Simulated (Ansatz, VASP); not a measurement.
P: VASP beside Ansatz

Contents of INCAR:

```
PREC = Accurate
ENCUT = 520
EDIFF = 1E-7
ISMEAR = 0
SIGMA = 0.15
LREAL = F
LASPH = T
NELM = 100
ALGO = Normal
ISIF = 2
LWAVE = F
LCHARG = F
GGA = PE
IVDW = 12
NBANDS = 18
```

File KPOINTS:

```
regular mesh
0
Gamma
  16 16 12
```

Contents of POSCAR:

```
P
1.0
    1.7858568046     -4.7135783855      0.0000000000
    1.7858568046      4.7135783855      0.0000000000
    0.0000000000      0.0000000000      4.1668618235
P
4
Direct
    0.1063803446      0.8936196554      0.9280972034
    0.6063803446      0.3936196554      0.5719027966
    0.8936196554      0.1063803446      0.0719027966
    0.3936196554      0.6063803446      0.4280972034
```

Input for Ansatz:

```yaml
crystal:
  lattice:
    - [1.7858568046, -4.7135783855, 0.0]
    - [1.7858568046, 4.7135783855, 0.0]
    - [0.0, 0.0, 4.1668618235]
  atoms:
    - { symbol: P, position: [0.1063803446, 0.8936196554, 0.9280972034] }
    - { symbol: P, position: [0.6063803446, 0.3936196554, 0.5719027966] }
    - { symbol: P, position: [0.8936196554, 0.1063803446, 0.0719027966] }
    - { symbol: P, position: [0.3936196554, 0.6063803446, 0.4280972034] }
basis:
  ecutwfc: 420
kpoints:
  mp_grid: { grid: [16, 16, 12] }
hamiltonian:
  xc: pbe
  dispersion: d3bj
scf:
  occupations: { method: gaussian, width: 0.15 }
output:
  forces: true
  stress: true
  eigenvalues: true
```

Change from the starting cell: strain +0.0750 x Voigt [1, -1, 0, 0, 0, 0], atoms carried along.

Alike in both runs: task single point; functional PBE; dispersion D3(BJ); k mesh 16 × 16 × 12; occupations gaussian, width 0.15 eV; no spin polarisation.

|  | VASP | Ansatz |
| --- | --- | --- |
| version | VASP 6.6.1 | Ansatz 0.2.0 |
| potentials or method | VASP PAW PBE potentials, release 64 (P), cutoff 520 eV | scalar-relativistic, plane waves, PAW |
| valence electrons in the cell | 20 | 20 |

VASP gave:

- gap on the k mesh at the Fermi level (eV): 0.16
- least direct gap on the mesh (eV): 0.65
- pressure (GPa): 1.2
- traceless stress, the component that is largest in VASP (GPa): 16.71
- rms of the force components (eV/Å): 1.026

Question: What did Ansatz give for the same quantities?

Answer: gap on the k mesh at the Fermi level (eV): 0.14; least direct gap on the mesh (eV): 0.63; pressure (GPa): 1.5; traceless stress, the component that is largest in VASP (GPa): 16.87; rms of the force components (eV/Å): 1.060.

Atom by atom the forces differ by 0.042 eV/Å (rms over components).
